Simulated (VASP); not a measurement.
Here is a VASP 6.6.1 calculation.

POSCAR

```
BeS
1.0
    0.0000000000      2.4087243418      2.4087243418
    2.4087243418      0.0000000000      2.4087243418
    2.4087243418      2.4087243418      0.0000000000
S Be
1 1
Direct
    0.7500000000      0.7500000000      0.7500000000
    0.0000000000      0.0000000000      0.0000000000
```

File INCAR.step1:

```
SYSTEM = BeS
PREC = Accurate
ENCUT = 520
EDIFF = 1E-5
ISMEAR = 0
SIGMA = 0.1
LREAL = .False.
LASPH = .True.
NELM = 60
ALGO = Normal
ISIF = 2
LWAVE = .True.
LCHARG = .False.
NBANDS = 11
GGA = PE
```

INCAR.step2

```
SYSTEM = BeS
PREC = Accurate
ENCUT = 520
EDIFF = 1E-6
ISMEAR = 0
SIGMA = 0.1
LREAL = .False.
LASPH = .True.
NELM = 60
ALGO = Normal
ISIF = 2
LWAVE = .False.
LCHARG = .False.
GGA = PE
LHFCALC = .True.
AEXX = 0.25
PRECFOCK = Normal
NBANDS = 11
ISTART = 1
```

KPOINTS

```
Automatic mesh
0
Gamma
  5 5 5
  0 0 0
```

Potentials or basis: VASP PAW PBE potentials, release 64 (S, Be).

The run is started by

```console
$ cat potpaw_PBE.64/S/POTCAR potpaw_PBE.64/Be/POTCAR > POTCAR
$ cp INCAR.step1 INCAR
$ mpirun -np 1 vasp_std > vasp.out
$ cp INCAR.step2 INCAR
$ mpirun -np 1 vasp_std > vasp.out
```

Task: What does it give for the pressure?

Result: 2.2 GPa.

Task: What does it give for the band gap on the k mesh?

Result: 5.07 eV, indirect (least direct gap 7.62 eV).

Caveat: the k points lie up to 0.45 Å⁻¹ apart; the PAW data sets were made with another functional, which shifts forces and pressure a little. A k mesh can miss the band edges.
